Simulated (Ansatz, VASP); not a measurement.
# F in VASP and in Ansatz

File INCAR:

```
PREC = Accurate
ENCUT = 520
EDIFF = 1E-6
ISMEAR = 0
SIGMA = 0.05
LREAL = False
LASPH = True
NELM = 60
ALGO = Normal
ISIF = 2
LWAVE = False
LCHARG = False
GGA = PS
NBANDS = 22
```

File KPOINTS:

```
regular mesh
0
Gamma
  4 4 2
```

POSCAR

```
F
1.0
    3.2967168225     -1.7487181774     -0.2542712416
    3.2967168225      1.7487181774     -0.2542712416
   -2.5225846703      0.0000000000      7.0212425082
F
4
Direct
    0.0848459664      0.0848459664      0.0940038325
    0.9151540336      0.9151540336      0.9059961675
    0.5015719855      0.5015719855      0.5937195244
    0.4984280145      0.4984280145      0.4062804756
```

Input for Ansatz:

```yaml
crystal:
  lattice:
    - [3.2967168225, -1.7487181774, -0.2542712416]
    - [3.2967168225, 1.7487181774, -0.2542712416]
    - [-2.5225846703, 0.0, 7.0212425082]
  atoms:
    - { symbol: F, position: [0.0848459664, 0.0848459664, 0.0940038325] }
    - { symbol: F, position: [0.9151540336, 0.9151540336, 0.9059961675] }
    - { symbol: F, position: [0.5015719855, 0.5015719855, 0.5937195244] }
    - { symbol: F, position: [0.4984280145, 0.4984280145, 0.4062804756] }
basis:
  ecutwfc: 520.0
kpoints:
  mp_grid: { grid: [4, 4, 2] }
hamiltonian:
  xc: pbesol
scf:
  occupations: { method: gaussian, width: 0.05 }
output:
  forces: true
  stress: true
  eigenvalues: true
```

Change from the starting cell: volume 19.678 Å^3 an atom, stretch along a over the lengths across it, relative to the relaxed cell 1.0835.

Alike in both runs: task single point; functional PBEsol; k mesh 4 × 4 × 2; occupations gaussian, width 0.05 eV; no spin polarisation.

```csv
,VASP,Ansatz
version,VASP 6.6.1,Ansatz 0.2.0
potentials or method,"VASP PAW PBE potentials, release 64 (F), cutoff 520 eV","scalar-relativistic, plane waves, PAW"
valence electrons in the cell,28,28
```

```tsv
	VASP	Ansatz	Ansatz less VASP
gap on the k mesh at the Fermi level (eV)	3.18	3.26	+0.082
least direct gap on the mesh (eV)	3.27	3.35	+0.082
pressure (GPa)	1.1	0.7	-0.38
traceless stress, the component that is largest in VASP (GPa)	2.44	1.10	-1.347
rms of the force components (eV/Å)	0.477	0.215	-0.2618
```

VASP's potentials were made for PBE, not for PBEsol. Atom by atom the forces differ by 0.262 eV/Å (rms over components).

The k mesh is coarse, so the values compare programs but aren't converged.
